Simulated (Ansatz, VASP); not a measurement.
## Cu: VASP beside Ansatz

POSCAR

```
Cu
1.0
    2.5594379700      0.0000000000      0.0000000000
   -1.2797184800      2.2165379200      0.0000000000
    0.0000000000      0.0000000000      4.0315371042
Cu
2
Direct
    0.3333333333      0.6666666667      0.2500000000
    0.6666666667      0.3333333333      0.7500000000
```

Contents of INCAR.step1:

```
ALGO = Normal
EDIFF = 1E-4
ENCUT = 520
GGA = PE
ISMEAR = -1
LASPH = T
LCHARG = F
LREAL = F
LWAVE = T
NBANDS = 18
NELM = 100
PREC = Accurate
SIGMA = 0.1
```

The input INCAR.step2:

```
ALGO = Normal
EDIFF = 1E-6
ENCUT = 520
ISIF = 2
ISMEAR = -1
ISTART = 1
LASPH = T
LCHARG = F
LMIXTAU = T
LREAL = F
LWAVE = F
METAGGA = R2SCAN
NBANDS = 18
NELM = 100
PREC = Accurate
SIGMA = 0.1
```

The input KPOINTS:

```
k-points
0
Gamma
  16 16 9
```

Input for Ansatz:

```yaml
crystal:
  lattice:
    - [2.5594379700000003, 0.0, 0.0]
    - [-1.2797184799999999, 2.21653792, 0.0]
    - [0.0, 0.0, 4.03153710420547]
  atoms:
    - { symbol: Cu, position: [0.3333333333333333, 0.6666666666666666, 0.25] }
    - { symbol: Cu, position: [0.6666666666666666, 0.3333333333333333, 0.75] }
basis:
  ecutwfc: 520.0
kpoints:
  mp_grid:
    grid: [16, 16, 9]
hamiltonian:
  xc: r2scan
scf:
  occupations:
    method: fermi_dirac
    width: 0.1
output:
  stress: true
```

Alike in both runs: task single point; functional r2SCAN; k mesh 16 × 16 × 9; occupations fermi-dirac, width 0.1 eV; no spin polarisation.

```csv
,VASP,Ansatz
version,VASP 6.6.1,Ansatz 0.2.0
potentials or method,"VASP PAW PBE potentials, release 64 (Cu), cutoff 520 eV","plane waves, PAW"
valence electrons in the cell,22,38
```

VASP gave:

- pressure (GPa): 1.2
- traceless stress, the component that is largest in VASP (GPa): 4.52

Q: Estimate Ansatz's values.

A: Pressure (GPa): 0.5; traceless stress, the component that is largest in VASP (GPa): 4.64.

VASP's potentials were made for PBE, not for r2SCAN. The functional is the same, so the differences come from potentials, cutoffs and numerics. VASP's potentials hold 22 valence electrons a cell and Ansatz's 38, so a difference there can come from the potentials and not from the codes. Ansatz's warnings: structure snapped to symmetry.
